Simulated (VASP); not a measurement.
Wanted: the native input for a VASP 6.6.1 run.

| Item | Value |
| --- | --- |
| Task | relaxation of cell and atoms |
| Functional | PBEsol |
| Potentials or basis | VASP PAW PBE potentials, release 64 (Na_pv) |
| Cutoff | 600 eV |
| k mesh | 14 × 14 × 14 |
| Occupations | gaussian, width 0.1 eV |
| Spin | no spin polarisation |
| Dipole correction | no |
| Further INCAR settings | ALGO = Fast; EDIFF = 1e-07; IBRION = 2; EDIFFG = -0.01; NSW = 80; ISIF = 3 |

The structure of Na lies in POSCAR:

```
Na
1.0
   -2.1359946788      2.1359946788      1.9827450006
    2.1359946788     -2.1359946788      1.9827450006
    2.1359946788      2.1359946788     -1.9827450006
Na
1
Direct
    0.0000000000      0.0000000000      0.0000000000
```

The input as run:

INCAR

```
PREC = Accurate ; ENCUT = 600
EDIFF = 1E-7 ; ISMEAR = 0
SIGMA = 0.1 ; LREAL = F
LASPH = T ; NELM = 60
ALGO = Fast ; ISIF = 3
LWAVE = F ; LCHARG = F
GGA = PS ; IBRION = 2
NSW = 80 ; EDIFFG = -0.01
```

KPOINTS

```
Automatic mesh
0
Gamma
  14 14 14
```

Potentials or basis: VASP PAW PBE potentials, release 64 (Na_pv).

Launch:

```sh
$ cat potpaw_PBE.64/Na_pv/POTCAR > POTCAR
$ mpirun -np 1 vasp_std > vasp.out
```

Results of the run:

```yaml
Relaxed_volume: 36.29 Å³/atom
Relaxed_cell: a = 3.614 Å, b = 3.614 Å, c = 3.614 Å, α = 108.20°, β = 108.20°, γ = 112.05°
Space_group_after_relaxing_to_0.05_Å: I4/mmm (No. 139)
Energy_gained_by_relaxing: 0.3 meV/atom
Ionic_steps: 8
Pressure_after_relaxing: 0.0 GPa
```

Caveat: the PAW data sets were made with another functional, which shifts forces and pressure a little.

It took 2.6 min on 1 thread of Intel(R) Xeon(R) 6975P-C (Granite Rapids), with other jobs on the host, peak memory 0.21 GiB.
